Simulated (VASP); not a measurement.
## Sn: single point with PBEsol

The system is Sn.

```
Sn
1.0
    -1.97044    1.97044    1.97044
     1.97044   -1.97044    1.97044
     1.97044    1.97044   -1.97044
Sn
1
Cartesian
  0.0000 0.0000 0.0000
```

This cell differs from its parent crystal: strain +0.040 along x and y, +0.040 along z.

* Program: VASP 6.6.1
* Task: single point
* Functional: PBEsol
* Potentials or basis: VASP PAW PBE potentials, release 64 (Sn_d)
* Cutoff: 520 eV
* k mesh: 18 × 18 × 18
* Occupations: gaussian, width 0.15 eV
* Spin: no spin polarisation
* Dipole correction: no
* Further INCAR settings: ALGO = Fast; EDIFF = 1e-06; NBANDS = 13

| Quantity | Value |
| --- | --- |
| Pressure | -6.0 GPa |
| Band gap on the k mesh | zero (band 7 reaches 13.49 eV, above the bottom of band 8 at 4.48 eV) |

Levels at points of the mesh, in eV from the Fermi level:
```csv
k point,band 4,band 5,band 6,band 7,band 8,band 9,band 10,band 11
"(0.00, 0.00, 0.00)",-21.31,-21.31,-10.29,6.91,6.91,6.91,11.85,11.85
"(0.50, 0.00, 0.00)",-21.32,-21.25,-6.32,-3.86,3.21,4.99,7.31,7.88
"(0.50, 0.50, 0.50)",-21.27,-21.27,-3.14,-0.36,-0.36,-0.36,3.87,3.87
```

It took 37 s on 1 thread of Intel(R) Xeon(R) 6975P-C (Granite Rapids), on a shared host, peak memory 0.19 GiB.

Caveat: the cell differs from its parent crystal (strain +0.040 along x and y, +0.040 along z); the PAW data sets were made with another functional, which shifts forces and pressure a little; spin-orbit coupling is left out, which moves the levels of the heavy elements.
